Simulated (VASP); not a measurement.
Here is a VASP 6.6.1 calculation.

Contents of INCAR:

```
SYSTEM = GaAs
ALGO     = Normal         ! electronic algorithm
EDIFF    = 1E-6           ! SCF threshold, eV
ENCUT    = 520            ! plane-wave cutoff, eV
GGA      = RP             ! functional
ISIF     = 2              ! what is computed and relaxed
ISMEAR   = 0              ! smearing method
LASPH    = .True.         ! aspherical terms in the spheres
LCHARG   = .True.         ! write CHGCAR
LELF     = .True.         ! ELF
LREAL    = .False.        ! projectors in reciprocal space
LVHAR    = .True.       
LWAVE    = .False.        ! write WAVECAR
NBANDS   = 16             ! bands
NELM     = 100            ! most SCF steps
PREC     = Accurate       ! precision mode
SIGMA    = 0.01           ! smearing width, eV
```

Contents of KPOINTS:

```
k-points
0
Gamma
  10 10 10
  0 0 0
```

Contents of POSCAR:

```
GaAs
1.0
    0.0000000000      2.9019151757      2.9019151757
    2.9019151757      0.0000000000      2.9019151757
    2.9019151757      2.9019151757      0.0000000000
Ga As
1 1
Direct
    0.0000000000      0.0000000000      0.0000000000
    0.7500000000      0.7500000000      0.7500000000
```

Potentials or basis: VASP PAW PBE potentials, release 64 (Ga_d, As).

Launch:

```bash
$ cat potpaw_PBE.64/Ga_d/POTCAR potpaw_PBE.64/As/POTCAR > POTCAR
$ mpirun -np 1 vasp_std > vasp.out
```

**Question.** What does it give for the band gap on the k mesh?

**Answer.** 0.07 eV, direct.

**Question.** Estimate the pressure.

**Answer.** 0.1 GPa.

Caveat: the PAW data sets were made with another functional, which shifts forces and pressure a little.
